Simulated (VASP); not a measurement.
Set up this calculation in VASP 6.6.1, as the native input.

```yaml
Task: single point
Functional: PBEsol
Potentials_or_basis: VASP PAW PBE potentials, release 64 (Zn, S)
Cutoff: 520 eV
k_mesh: 10 × 10 × 10
Occupations: gaussian, width 0.05 eV
Spin: no spin polarisation
Dipole_correction: no
Further_INCAR_settings: ALGO = Normal; EDIFF = 1e-06; NBANDS = 16
```

The structure of ZnS lies in POSCAR:

```
ZnS
1.0
    0.0000000000      2.6782590749      2.6782590749
    2.6782590749      0.0000000000      2.6782590749
    2.6782590749      2.6782590749      0.0000000000
Zn S
1 1
Direct
    0.0000000000      0.0000000000      0.0000000000
    0.6287423034      0.7904192322      0.7904192322
```

This cell differs from its parent crystal: all S atoms moved +0.375 Å, as atom 2 towards its neighbour atom 1 (Zn) at 2.319 Å.

One way to write it, as run:

INCAR

```
PREC = Accurate
ENCUT = 520
EDIFF = 1E-6
ISMEAR = 0
SIGMA = 0.05
LREAL = F
LASPH = T
NELM = 80
ALGO = Normal
ISIF = 2
LWAVE = F
LCHARG = F
GGA = PS
NBANDS = 16
```

KPOINTS

```
Automatic mesh
0
Gamma
  10 10 10
```

Potentials or basis: VASP PAW PBE potentials, release 64 (Zn, S).

Launch:

```bash
$ cat potpaw_PBE.64/Zn/POTCAR potpaw_PBE.64/S/POTCAR > POTCAR
$ mpirun -np 1 vasp_std > vasp.out
```

Results of the run:

The pressure is 8.8 GPa and the largest force is 5.577 eV/Å. The band gap on the k mesh is 1.97 eV.

Caveat: the cell differs from its parent crystal (all S atoms moved +0.375 Å, as atom 2 towards its neighbour atom 1 (Zn) at 2.319 Å); the cell stands under pressure; the PAW data sets were made with another functional, which shifts forces and pressure a little.

Run time: 83 s on 1 thread of Intel Xeon 8259CL, on a shared host, peak memory 0.2 GiB.
